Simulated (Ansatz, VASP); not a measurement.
**One calculation of CaBe2O3, two programs**

```xyz
6
Lattice="2.6102 1.5070 3.9304 -2.6102 1.5070 3.9304 0.0000 -3.0140 3.9304" Properties=species:S:1:pos:R:3 pbc="T T T"
Ca    0.0000    0.0000    0.0000
Be    0.0000    0.0000    9.4727
Be    0.0000    0.0000    2.3186
O     0.0000   -1.5070    1.9652
O     1.3051    0.7535    1.9652
O    -1.3051    0.7535    1.9652
```

Alike in both runs: functional PBE; k mesh 6 × 6 × 6; occupations gaussian, width 0.02 eV; no spin polarisation.

Ansatz relaxed the structure, and its values are those at the end. VASP's run is a single point on that final structure, the one shown.

|  | VASP | Ansatz |
| --- | --- | --- |
| version | VASP 6.6.1 | Ansatz 0.2.0 |
| potentials or method | VASP PAW PBE potentials, release 64 (Ca_sv, Be, O), cutoff 520 eV | scalar-relativistic, plane waves, PAW |
| valence electrons in the cell | 32 | 32 |

Ansatz gave:

* gap on the k mesh at the Fermi level (eV): 0.75
* least direct gap on the mesh (eV): 0.77
* pressure (GPa): 0.0
* rms of the force components (eV/Å): 0.001

Problem. What did VASP give for the same quantities?

Solution. gap on the k mesh at the Fermi level (eV): 0.74; least direct gap on the mesh (eV): 0.76; pressure (GPa): 0.2; rms of the force components (eV/Å): 0.010.
